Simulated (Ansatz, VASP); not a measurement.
# InSe in VASP and in Ansatz

```
CELL_PARAMETERS angstrom
5.87913 -2.05490 0.06814
5.87913 2.05490 0.06814
-1.68332 0.00000 4.38589
ATOMIC_POSITIONS crystal
In 0.11320 0.11320 0.96513
In 0.88680 0.88680 0.03487
Se 0.34258 0.34258 0.35094
Se 0.65742 0.65742 0.64906
```

Alike in both runs: task single point; functional PBE; k mesh 6 × 6 × 6; no spin polarisation.

|  | VASP | Ansatz |
| --- | --- | --- |
| version | VASP 6.6.1 | Ansatz 0.2.0 |
| potentials or method | VASP PAW PBE potentials, release 64 (In_d, Se) | plane waves, PAW |
| plane-wave cutoff (eV) | 520 | 420 |
| occupations | gaussian, width 0.01 eV | fixed |
| valence electrons in the cell | 38 | 58 |

|  | VASP | Ansatz | Ansatz less VASP |
| --- | --- | --- | --- |
| gap on the k mesh at the Fermi level (eV) | 0.99 | 0.99 | +0.007 |
| pressure (GPa) | 2.6 | 2.5 | -0.04 |
| traceless stress, the component that is largest in VASP (GPa) | 0.07 | 0.07 | -0.009 |
| rms of the force components (eV/Å) | 0.105 | 0.099 | -0.0061 |

Atom by atom the forces differ by 0.008 eV/Å (rms over components). VASP's potentials hold 38 valence electrons a cell and Ansatz's 58, so a difference there can come from the potentials and not from the codes.
